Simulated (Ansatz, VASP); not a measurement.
**Two plane-wave programs on Ru2C**

File INCAR:

```
SYSTEM = Ru2C
  PREC = Accurate
  ENCUT = 520
  EDIFF = 1E-7
  ISMEAR = 0
  SIGMA = 0.2
  LREAL = .FALSE.
  LASPH = .TRUE.
  NELM = 100
  ALGO = Normal
  ISIF = 2
  LWAVE = .FALSE.
  LCHARG = .FALSE.
  GGA = PE
  NBANDS = 76
```

The input KPOINTS:

```
Automatic mesh
0
G
  4 4 4
  0 0 0
```

File POSCAR:

```
Ru2C
1.0
   -4.9349407335      0.0000000000      0.0000000000
    0.0000000000      0.0000000000     -4.9746534911
    0.0000000000     -5.6339233735      0.0000000000
Ru C
8 4
Direct
    0.7562931547      0.9254437489      0.8929535452
    0.2437068453      0.5745562511      0.8929535452
    0.7437068453      0.4254437489      0.6070464548
    0.2562931547      0.0745562511      0.6070464548
    0.7562931547      0.4254437489      0.1070464548
    0.2437068453      0.0745562511      0.1070464548
    0.7437068453      0.9254437489      0.3929535452
    0.2562931547      0.5745562511      0.3929535452
    0.5000000000      0.2500000000      0.8545800283
    1.0000000000      0.7500000000      0.6454199717
    0.5000000000      0.7500000000      0.1454199717
    1.0000000000      0.2500000000      0.3545800283
```

Input for Ansatz:

```yaml
crystal:
  lattice:
    - [-4.9349407335, 0.0, 0.0]
    - [0.0, 0.0, -4.9746534911]
    - [0.0, -5.6339233735, 0.0]
  atoms:
    - { symbol: Ru, position: [0.7562931547, 0.9254437489, 0.8929535452] }
    - { symbol: Ru, position: [0.2437068453, 0.5745562511, 0.8929535452] }
    - { symbol: Ru, position: [0.7437068453, 0.4254437489, 0.6070464548] }
    - { symbol: Ru, position: [0.2562931547, 0.0745562511, 0.6070464548] }
    - { symbol: Ru, position: [0.7562931547, 0.4254437489, 0.1070464548] }
    - { symbol: Ru, position: [0.2437068453, 0.0745562511, 0.1070464548] }
    - { symbol: Ru, position: [0.7437068453, 0.9254437489, 0.3929535452] }
    - { symbol: Ru, position: [0.2562931547, 0.5745562511, 0.3929535452] }
    - { symbol: C, position: [0.5, 0.25, 0.8545800283] }
    - { symbol: C, position: [1.0, 0.75, 0.6454199717] }
    - { symbol: C, position: [0.5, 0.75, 0.1454199717] }
    - { symbol: C, position: [1.0, 0.25, 0.3545800283] }
basis:
  ecutwfc: 420
kpoints:
  mp_grid: { grid: [4, 4, 4] }
hamiltonian:
  xc: pbe
scf:
  occupations: { method: gaussian, width: 0.2 }
  lower_state_search: "off"
output:
  forces: true
  stress: true
  eigenvalues: true
```

Alike in both runs: task single point; functional PBE; k mesh 4 × 4 × 4; occupations gaussian, width 0.2 eV; no spin polarisation.

```csv
,VASP,Ansatz
version,VASP 6.6.1,Ansatz 0.2.0
potentials or method,"VASP PAW PBE potentials, release 64 (Ru_pv, C), cutoff 520 eV","scalar-relativistic, plane waves, PAW"
valence electrons in the cell,128,144
```

Ansatz gave:

| Quantity | Value |
| --- | --- |
| gap on the k mesh at the Fermi level (eV) | none |
| pressure (GPa) | 0.3 |
| traceless stress, the component that is largest in VASP (GPa) | 0.41 |
| rms of the force components (eV/Å) | 0.017 |

Question: Estimate VASP's values.

Answer: gap on the k mesh at the Fermi level (eV): none; pressure (GPa): 0.4; traceless stress, the component that is largest in VASP (GPa): 0.40; rms of the force components (eV/Å): 0.016.

Atom by atom the forces differ by 0.002 eV/Å (rms over components). A gap of «none» marks a metal or a gap that the smearing closes. With one functional, cell and mesh, what is left measures potentials, basis and numerics. VASP's potentials hold 128 valence electrons a cell and Ansatz's 144, so a difference there can come from the potentials and not from the codes.
